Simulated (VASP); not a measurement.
Here is a VASP 6.6.1 calculation.

Contents of INCAR:

```
SYSTEM = Ti2Al6H
  PREC = Accurate
  ENCUT = 520
  EDIFF = 1E-7
  ISMEAR = 0
  SIGMA = 0.1
  LREAL = .FALSE.
  LASPH = .TRUE.
  NELM = 80
  ALGO = Normal
  ISIF = 2
  LWAVE = .FALSE.
  LCHARG = .TRUE.
  LDIPOL = .TRUE.
  IDIPOL = 3
  DIPOL = 0.5 0.5 0.313
  GGA = PE
  IVDW = 12
  LELF = .TRUE.
  LVHAR = .TRUE.
  LVACPOTAV = .TRUE.
  NBANDS = 32
```

Contents of KPOINTS:

```
Automatic mesh
0
G
  6 6 1
  0 0 0
```

Contents of POSCAR:

```
Ti2Al6H
1.0
    5.0241861184      0.0000000000      0.0000000000
    2.1588814492      4.5367033229      0.0000000000
    0.0000000000      0.0000000000     21.1187114590
Al Ti H
6 2 1
Direct
    0.5000000000      0.0000000000      0.1894054951
    0.0000000000      0.5000000000      0.1894054951
    0.0000000000      0.0000000000      0.2529248171
    0.0000000000      0.5000000000      0.3208670637
    0.5000000000      0.0000000000      0.3208670637
    0.5000000000      0.5000000000      0.3844321409
    0.5000000000      0.5000000000      0.2529248171
    0.0000000000      0.0000000000      0.3814982025
    0.6666666667      0.6666666667      0.5264862622
```

Potentials or basis: VASP PAW PBE potentials, release 64 (Al, Ti_sv, H).

Command:

```sh
$ cat potpaw_PBE.64/Al/POTCAR potpaw_PBE.64/Ti_sv/POTCAR potpaw_PBE.64/H/POTCAR > POTCAR
$ mpirun -np 1 vasp_std > vasp.out
```

Problem. Predict the largest force.

Solution. 0.869 eV/Å.

Problem. What does it give for the dispersion energy per atom?

Solution. -0.225 eV.

Forces in eV/Å, atoms in the order of the input:
```
Al   0.003 -0.073  0.524
Al  -0.065  0.034  0.524
Al  -0.001 -0.001 -0.561
Al   0.055 -0.011 -0.030
Al   0.014  0.054 -0.030
Al   0.068  0.043  0.306
Ti   0.078  0.050 -0.432
Ti   0.008  0.005  0.547
H   -0.160 -0.101 -0.848
```
